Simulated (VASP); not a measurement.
A run of VASP 6.6.1 is set up as follows.

INCAR

```
ALGO     = Normal         # electronic algorithm
EDIFF    = 1E-6           # SCF threshold, eV
EDIFFG   = -0.04          # ionic threshold
ENCUT    = 600            # plane-wave cutoff, eV
GGA      = PE             # functional
IBRION   = 2              # ionic algorithm
ISIF     = 3              # what is computed and relaxed
ISMEAR   = 0              # smearing method
LASPH    = T              # aspherical terms in the spheres
LCHARG   = F              # write CHGCAR
LREAL    = F              # projectors in reciprocal space
LWAVE    = F              # write WAVECAR
NELM     = 80             # most SCF steps
NSW      = 90             # ionic steps
PREC     = Accurate       # precision mode
SIGMA    = 0.1            # smearing width, eV
```

Contents of KPOINTS:

```
k-points
0
Gamma
  4 4 4
```

The input POSCAR:

```
HfS4
1.0
    4.7361604400      0.0000000000      0.0000000000
    0.0000000000      4.7361604400      0.0000000000
    0.0000000000      0.0000000000      5.2688942200
Hf S
1 4
Direct
    0.0000000000      0.0000000000      0.0000000000
    0.0000000000      0.5000000000      0.3047521500
    0.5000000000      0.0000000000      0.3047521500
    0.0000000000      0.5000000000      0.6952478500
    0.5000000000      0.0000000000      0.6952478500
```

Potentials or basis: VASP PAW PBE potentials, release 64 (Hf_pv, S).

Command:

```sh
$ cat potpaw_PBE.64/Hf_pv/POTCAR potpaw_PBE.64/S/POTCAR > POTCAR
$ mpirun -np 1 vasp_std > vasp.out
```

(1) What does it give for the band gap on the k mesh?

(2) What does it give for the space group after relaxing (to 0.1 Å)?

(3) Predict the relaxed volume.

Answers

(1) zero (bands 17 and 18 overlap by 2.31 eV).

(2) P4/mmm (No. 123).

(3) 20.72 Å³/atom.

Caveat: spin-orbit coupling is left out, which moves the levels of the heavy elements.
